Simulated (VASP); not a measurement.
# InSb3 (Pm-3m) in VASP: a series of runs

InSb3 is run at these levels: PBEsol; tasks: single point.

Program: VASP 6.6.1. These are calculated values, not measurements. Logs are shortened: lines on timing, memory, paths and dates and some standing lists are left out, and cuts for length are marked.

## (1) The cell of the first run

It takes space group Pm-3m (No. 221, cubic). The conventional cell has a = 5.060 Å, b = 5.060 Å, c = 5.060 Å, α = 90.00°, β = 90.00°, γ = 90.00°. In (site symmetry m-3m) has 6 Sb at 2.53 Å within 3.3 Å. Within 3.3 Å of Sb (site symmetry 4/mmm) lie 2 In at 2.53 Å.

## (2) Single point, PBEsol

Input file INCAR:

```
PREC = Accurate ; ENCUT = 500
EDIFF = 1E-6 ; ISMEAR = 0
SIGMA = 0.01 ; LREAL = False
LASPH = True ; NELM = 120
ALGO = Normal ; ISIF = 2
LWAVE = False ; LCHARG = False
GGA = PS ; NBANDS = 22
GGA_COMPAT = False
```

Input file KPOINTS:

```
regular mesh
0
Gamma
  4 4 4
```

Input file POSCAR:

```
InSb3
1.0
    5.0595638927      0.0000000000      0.0000000000
    0.0000000000      5.0595638927      0.0000000000
    0.0000000000      0.0000000000      5.0595638927
In Sb
1 3
Direct
    0.0000000000      0.0000000000      0.0000000000
    0.5000000000      0.0000000000      0.0000000000
    0.0000000000      0.0000000000      0.5000000000
    0.0000000000      0.5000000000      0.0000000000
```

Potentials or basis: VASP PAW PBE potentials, release 64 (In_d, Sb).

Run with:

```console
$ cat potpaw_PBE.64/In_d/POTCAR potpaw_PBE.64/Sb/POTCAR > POTCAR
$ mpirun -np 1 vasp_std > vasp.out
```

OUTCAR:

```text
PREC = Accurate
   ENCUT = 500
   EDIFF = 1E-6
   ISMEAR = 0
   LREAL = False
   LASPH = True
   NELM = 120
   ISIF = 2
   GGA = PS

 ion  position               nearest neighbor table
   1  0.000  0.000  0.000-   2 2.53   3 2.53   4 2.53   3 2.53   4 2.53   2 2.53
   2  0.500  0.000  0.000-   1 2.53   1 2.53   4 3.58   3 3.58   4 3.58   3 3.58   3 3.58   4 3.58
                             3 3.58   4 3.58
   3  0.000  0.000  0.500-   1 2.53   1 2.53   4 3.58   2 3.58   2 3.58   4 3.58   4 3.58   4 3.58
                             2 3.58   2 3.58
   4  0.000  0.500  0.000-   1 2.53   1 2.53   3 3.58   3 3.58   2 3.58   2 3.58   3 3.58   3 3.58
                             2 3.58   2 3.58

  LATTYP: Found a simple cubic cell.
 ALAT       =     5.0595638927

  Lattice vectors:

 A1 = (   5.0595638927,   0.0000000000,   0.0000000000)
 A2 = (   0.0000000000,   5.0595638927,   0.0000000000)
 A3 = (   0.0000000000,   0.0000000000,   5.0595638927)

Analysis of symmetry for initial positions (statically):
=====================================================================
 Subroutine PRICEL returns:
 Original cell was already a primitive cell.

 Routine SETGRP: Setting up the symmetry group for a
 simple cubic supercell.

 Subroutine GETGRP returns: Found 48 space group operations
 (whereof 48 operations were pure point group operations)
 out of a pool of 48 trial point group operations.

The static configuration has the point symmetry O_h .

Analysis of symmetry for dynamics (positions and initial velocities):
=====================================================================
 Subroutine PRICEL returns:
 Original cell was already a primitive cell.

 Routine SETGRP: Setting up the symmetry group for a
 simple cubic supercell.

 Subroutine GETGRP returns: Found 48 space group operations
 (whereof 48 operations were pure point group operations)
 out of a pool of 48 trial point group operations.

The dynamic configuration has the point symmetry O_h .

 Subroutine INISYM returns: Found 48 space group operations
 (whereof 48 operations are pure point group operations),
 and found     1 'primitive' translations

----------------------------------------------------------------------------------------

                                     Primitive cell

  volume of cell :     129.5207

  direct lattice vectors                    reciprocal lattice vectors
     5.059563893  0.000000000  0.000000000     0.197645493  0.000000000  0.000000000
     0.000000000  5.059563893  0.000000000     0.000000000  0.197645493  0.000000000
     0.000000000  0.000000000  5.059563893     0.000000000  0.000000000  0.197645493

  length of vectors
     5.059563893  5.059563893  5.059563893     0.197645493  0.197645493  0.197645493

  position of ions in fractional coordinates (direct lattice)
     0.000000000  0.000000000  0.000000000
     0.500000000  0.000000000  0.000000000
     0.000000000  0.000000000  0.500000000
     0.000000000  0.500000000  0.000000000

  ion indices of the primitive-cell ions
   primitive index   ion index
                 1           1
                 2           2
                 3           3
                 4           4

----------------------------------------------------------------------------------------

 KPOINTS: regular mesh

Automatic generation of k-mesh.
 Grid dimensions read from file:
 generate k-points for:    4    4    4

 Generating k-lattice:

  Cartesian coordinates                     Fractional coordinates (reciprocal lattice)
     0.049411373  0.000000000  0.000000000     0.250000000  0.000000000  0.000000000
     0.000000000  0.049411373  0.000000000     0.000000000  0.250000000  0.000000000
     0.000000000  0.000000000  0.049411373     0.000000000  0.000000000  0.250000000

  Length of vectors
     0.049411373  0.049411373  0.049411373

  Shift w.r.t. Gamma in fractional coordinates (k-lattice)
     0.000000000  0.000000000  0.000000000

 Subroutine IBZKPT returns following result:
 ===========================================

 Found     10 irreducible k-points:

 Following reciprocal coordinates:
            Coordinates               Weight
  0.000000  0.000000  0.000000      1.000000
  0.250000  0.000000  0.000000      6.000000
  0.500000  0.000000  0.000000      3.000000
  0.250000  0.250000  0.000000     12.000000
  0.500000  0.250000  0.000000     12.000000
  0.500000  0.500000  0.000000      3.000000
  0.250000  0.250000  0.250000      8.000000
  0.500000  0.250000  0.250000     12.000000
  0.500000  0.500000  0.250000      6.000000
  0.500000  0.500000  0.500000      1.000000
   k-points           NKPTS =     10   k-points in BZ     NKDIM =     10   number of bands    NBANDS=     22
   number of dos      NEDOS =    301   number of ions     NIONS =      4
   total plane-waves  NPLWV =  64000
   dimension x,y,z NGX =    40 NGY =   40 NGZ =   40
   dimension x,y,z NGXF=    80 NGYF=   80 NGZF=   80
   ions per type =               1   3
   NGX,Y,Z   is equivalent  to a cutoff of  13.14, 13.14, 13.14 a.u.
   NGXF,Y,Z  is equivalent  to a cutoff of  26.29, 26.29, 26.29 a.u.
 SYSTEM =  unknown system
   PREC   = accura    normal or accurate (medium, high low for compatibility)
   ISTART =      0    job   : 0-new  1-cont  2-samecut
   ICHARG =      2    charge: 1-file 2-atom 10-const
   ISPIN  =      1    spin polarized calculation?
   LNONCOLLINEAR =      F non collinear calculations
   LSORBIT =      F    spin-orbit coupling
   LASPH  =      T    aspherical Exc in radial PAW
   ENCUT  =  500.0 eV  36.75 Ry    6.06 a.u.   9.22  9.22  9.22*2*pi/ulx,y,z
   NELM   =    120;   NELMIN=  2; NELMDL= -5     # of ELM steps
   EDIFF  = 0.1E-05   stopping-criterion for ELM
   LREAL  =      F    real-space projection
   EDIFFG = 0.1E-04   stopping-criterion for IOM
   NSW    =      0    number of steps for IOM
   IBRION =     -1    ionic relax: 0-MD 1-quasi-New 2-CG
   NFREE  =      0    steps in history (QN), initial steepest desc. (CG)
   ISIF   =      2    stress and relaxation
   ISYM   =      2    0-nonsym 1-usesym 2-fastsym
   POTIM  = 0.5000    time-step for ionic-motion
   TEBEG  =    0.0;   TEEND  =   0.0 temperature during run
   PSTRESS=    0.0 pullay stress
   NELECT =      28.0000    total number of electrons
   NUPDOWN=      -1.0000    fix difference up-down
   EMIN   =  10.00;   EMAX   =-10.00  energy-range for DOS
   EFERMI =   0.00;   METHOD = LEGACY
   ISMEAR =     0;   SIGMA  =   0.01  broadening in eV -4-tet -1-fermi 0-gaus
   EFERMI_NEDOS =   21; number of points for ismear=-14 and -15
   IALGO  =     38    algorithm
   IMIX   =      4    mixing-type and parameters
     AMIX     =   0.40;   BMIX     =  1.00
     AMIX_MAG =   1.60;   BMIX_MAG =  1.00
  volume/ion in A,a.u.               =      32.38       218.51
  Fermi-wavevector in a.u.,A,eV,Ry     =   0.982534  1.856721 13.134708  0.965374
  Thomas-Fermi vector in A             =   2.113624
   LORBIT       =      0    0 simple, 1 ext, 2 COOP (PROOUT), +10 PAW based schemes
   GGA     = PS    functional components
   LHFCALC =     F    Hartree Fock is set to
   AEXX    =    0.0000 exact exchange contribution
   IVDW    =     0    specifies the selected vdW correction
   LEPSILON=     F    determine dielectric tensor
   LRPA    =     F    only Hartree local field effects (RPA)
 non-spin polarized calculation
 Gauss-broadening in eV      SIGMA  =   0.01
  energy-cutoff  :      500.00
  volume of cell :      129.52
 maximum number of plane-waves:      3328
 NGX is ok and might be reduce to    40
   NGX = 19   NGY = 19   NGZ = 19

 number of electron      28.0000004 magnetization

 Free energy of the ion-electron system (eV)
  ---------------------------------------------------
  ext. energy  EPLUGINS =         0.00000000
  ---------------------------------------------------
  free energy    TOTEN  =       -10.40174201 eV

  energy without entropy =      -10.40107950  energy(sigma->0) =      -10.40141075

 E-fermi :   5.5282     XC(G=0):  -8.9737

 val. band max:        5.5213672712   @ k =   0.5000   0.2500   0.2500
 cond. band min:       5.6421948551   @ k =   0.5000   0.2500   0.0000
 fundamental gap:      0.1208275840
 Fermi energy:         5.5282079747

 k-point     1 :       0.0000    0.0000    0.0000
  band No.  band energies     occupation
      1     -10.4096      2.00000
      2     -10.4096      2.00000
      3      -9.9438      2.00000
      4      -9.9438      2.00000
      5      -9.9438      2.00000
      6      -7.0773      2.00000
[... 14 lines left out ...]
     21      10.7578      0.00000
     22      10.8733      0.00000

 k-point     2 :       0.2500    0.0000    0.0000
  band No.  band energies     occupation
      1     -10.4092      2.00000
      2     -10.3939      2.00000
      3      -9.9551      2.00000
      4      -9.9551      2.00000
      5      -9.9438      2.00000
      6      -6.8065      2.00000
[... 14 lines left out ...]
     21      12.2116      0.00000
     22      12.2116      0.00000

 k-point     3 :       0.5000    0.0000    0.0000
  band No.  band energies     occupation
      1     -10.4088      2.00000
      2     -10.3786      2.00000
      3      -9.9664      2.00000
      4      -9.9664      2.00000
      5      -9.9439      2.00000
      6      -6.3650      2.00000
[... 14 lines left out ...]
     21      11.6980      0.00000
     22      13.2978      0.00000

 k-point     4 :       0.2500    0.2500    0.0000
  band No.  band energies     occupation
      1     -10.4019      2.00000
      2     -10.3836      2.00000
      3      -9.9668      2.00000
      4      -9.9552      2.00000
      5      -9.9551      2.00000
      6      -6.5294      2.00000
[... 14 lines left out ...]
     21      12.2601      0.00000
     22      12.5565      0.00000

 k-point     5 :       0.5000    0.2500    0.0000
  band No.  band energies     occupation
      1     -10.3999      2.00000
      2     -10.3683      2.00000
      3      -9.9785      2.00000
      4      -9.9664      2.00000
      5      -9.9552      2.00000
      6      -6.0600      2.00000
[... 14 lines left out ...]
     21      11.9101      0.00000
     22      12.7440      0.00000

 k-point     6 :       0.5000    0.5000    0.0000
  band No.  band energies     occupation
      1     -10.3958      2.00000
      2     -10.3535      2.00000
      3      -9.9905      2.00000
      4      -9.9664      2.00000
      5      -9.9664      2.00000
      6      -5.4602      2.00000
[... 14 lines left out ...]
     21      11.0172      0.00000
     22      11.5428      0.00000

 k-point     7 :       0.2500    0.2500    0.2500
  band No.  band energies     occupation
      1     -10.3834      2.00000
      2     -10.3834      2.00000
      3      -9.9670      2.00000
      4      -9.9668      2.00000
      5      -9.9668      2.00000
      6      -6.2477      2.00000
[... 14 lines left out ...]
     21      11.9195      0.00000
     22      11.9195      0.00000

 k-point     8 :       0.5000    0.2500    0.2500
  band No.  band energies     occupation
      1     -10.3832      2.00000
      2     -10.3650      2.00000
      3      -9.9786      2.00000
      4      -9.9784      2.00000
      5      -9.9669      2.00000
      6      -5.7522      2.00000
[... 14 lines left out ...]
     21      12.0503      0.00000
     22      13.6344      0.00000

 k-point     9 :       0.5000    0.5000    0.2500
  band No.  band energies     occupation
      1     -10.3747      2.00000
      2     -10.3535      2.00000
      3      -9.9905      2.00000
      4      -9.9785      2.00000
      5      -9.9785      2.00000
      6      -5.1146      2.00000
[... 14 lines left out ...]
     21      11.4906      0.00000
     22      13.8444      0.00000

 k-point    10 :       0.5000    0.5000    0.5000
  band No.  band energies     occupation
      1     -10.3535      2.00000
      2     -10.3535      2.00000
      3      -9.9905      2.00000
      4      -9.9905      2.00000
      5      -9.9905      2.00000
      6      -4.0879      2.00000
[... 14 lines left out ...]
     21      10.1199      0.00000
     22      13.3834      0.00000

------------------------ aborting loop because EDIFF is reached ----------------------------------------

  FORCE on cell =-STRESS in cart. coord.  units (eV):
  Direction    XX          YY          ZZ          XY          YZ          ZX
  --------------------------------------------------------------------------------------
  -------------------------------------------------------------------------------------
  Total       16.1864428     16.1864428     16.1864428     -0.0000000      0.0000000     -0.0000000
  in kB      200.2270490    200.2270490    200.2270490     -0.0000000      0.0000000     -0.0000000
  external PRESSURE =     200.2270490 kB  Pullay stress =       0.0000000 kB

 VOLUME and BASIS-vectors are now :
 -----------------------------------------------------------------------------
  energy-cutoff  :      500.00
  volume of cell :      129.52
      direct lattice vectors                 reciprocal lattice vectors
     5.059563893  0.000000000  0.000000000     0.197645493  0.000000000  0.000000000
     0.000000000  5.059563893  0.000000000     0.000000000  0.197645493  0.000000000
     0.000000000  0.000000000  5.059563893     0.000000000  0.000000000  0.197645493

 POSITION                                       TOTAL-FORCE (eV/Angst)
 -----------------------------------------------------------------------------------
      0.00000      0.00000      0.00000         0.000000      0.000000      0.000000
      2.52978      0.00000      0.00000         0.000000      0.000000      0.000000
      0.00000      0.00000      2.52978         0.000000      0.000000      0.000000
      0.00000      2.52978      0.00000         0.000000      0.000000      0.000000
 -----------------------------------------------------------------------------------
    total drift:                                0.000000     -0.000000     -0.000000

  FREE ENERGIE OF THE ION-ELECTRON SYSTEM (eV)
  ---------------------------------------------------
  free  energy   TOTEN  =       -10.4017420129 eV

  energy  without entropy=      -10.4010794956  energy(sigma->0) =      -10.40141075
```

Run time: 43 s. Hardware: 1 thread of Intel Xeon 8259CL, shared host; peak memory 0.25 GiB.

What came out:

```
Free energy            : -10.4017 eV
Pressure               : 20.0 GPa
Band gap on the k mesh : zero (band 14 reaches 7.79 eV, above the bottom of band 15 at 4.90 eV)
```

Caveat: the PAW data sets were made with another functional, which shifts forces and pressure a little; spin-orbit coupling is left out, which moves the levels of the heavy elements.

## (3) Single point, PBEsol

This run uses another cell than the first one, of 36.21 Å³/atom, 1.118 times its volume.

INCAR is that of step 2.

KPOINTS is that of step 2.

Input file POSCAR:

```
InSb3
1.0
    5.2515223314      0.0000000000      0.0000000000
    0.0000000000      5.2515223314      0.0000000000
    0.0000000000      0.0000000000      5.2515223314
In Sb
1 3
Direct
    0.0000000000      0.0000000000      0.0000000000
    0.5000000000      0.0000000000      0.0000000000
    0.0000000000      0.0000000000      0.5000000000
    0.0000000000      0.5000000000      0.0000000000
```

Potentials or basis: VASP PAW PBE potentials, release 64 (In_d, Sb).

Run with:

```console
$ cat potpaw_PBE.64/In_d/POTCAR potpaw_PBE.64/Sb/POTCAR > POTCAR
$ mpirun -np 1 vasp_std > vasp.out
```

Run time: 42 s. Hardware: 1 thread of Intel Xeon 8259CL, shared host; peak memory 0.24 GiB.

It converged, with:

* Free energy: -11.8009 eV
* Pressure: 10.0 GPa
* Band gap on the k mesh: zero (band 14 reaches 6.22 eV, above the bottom of band 15 at 3.88 eV)

Levels at points of the mesh, in eV from the Fermi level:
```tsv
k point	band 10	band 11	band 12	band 13	band 14	band 15	band 16	band 17	band 18	band 19
(0.00, 0.00, 0.00)	-4.58	-4.58	-1.41	0.44	0.44	0.44	1.00	1.00	1.00	4.79
(0.50, 0.00, 0.00)	-4.18	-3.45	-1.04	-0.67	-0.67	-0.36	0.84	0.84	3.60	3.79
(0.50, 0.50, 0.00)	-3.73	-2.87	-0.62	-0.62	-0.55	-0.55	1.70	2.63	4.14	4.14
(0.50, 0.50, 0.50)	-2.72	-2.72	-2.72	1.79	1.79	2.68	2.68	2.68	2.93	4.09
```

Caveat: the PAW data sets were made with another functional, which shifts forces and pressure a little; spin-orbit coupling is left out, which moves the levels of the heavy elements.
